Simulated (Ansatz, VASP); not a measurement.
## Mg: VASP beside Ansatz

```xyz
4
Lattice="3.1909 0.0000 0.0000 -1.5954 2.7634 0.0000 0.0000 0.0000 10.2413" Properties=species:S:1:pos:R:3 pbc="T T T"
Mg    0.0000    0.0000    0.0000
Mg    0.0000    1.8422    2.5603
Mg    0.0000    0.0000    5.1206
Mg    1.5954    0.9211    7.6809
```

Alike in both runs: functional PBEsol; k mesh 18 × 18 × 4; occupations gaussian, width 0.1 eV; no spin polarisation.

Ansatz relaxed the structure, and its values are those at the end. VASP's run is a single point on that final structure, the one shown.

|  | VASP | Ansatz |
| --- | --- | --- |
| version | VASP 6.6.1 | Ansatz 0.2.0 |
| potentials or method | VASP PAW PBE potentials, release 64 (Mg), cutoff 520 eV | scalar-relativistic, plane waves, PAW |
| valence electrons in the cell | 8 | 40 |

```csv
,VASP,Ansatz,Ansatz less VASP
gap on the k mesh at the Fermi level (eV),none,none,-
pressure (GPa),0.0,0.0,+0.05
```

VASP's potentials were made for PBE, not for PBEsol. A gap of «none» marks a metal or a gap that the smearing closes. VASP's potentials hold 8 valence electrons a cell and Ansatz's 40, so a difference there can come from the potentials and not from the codes.
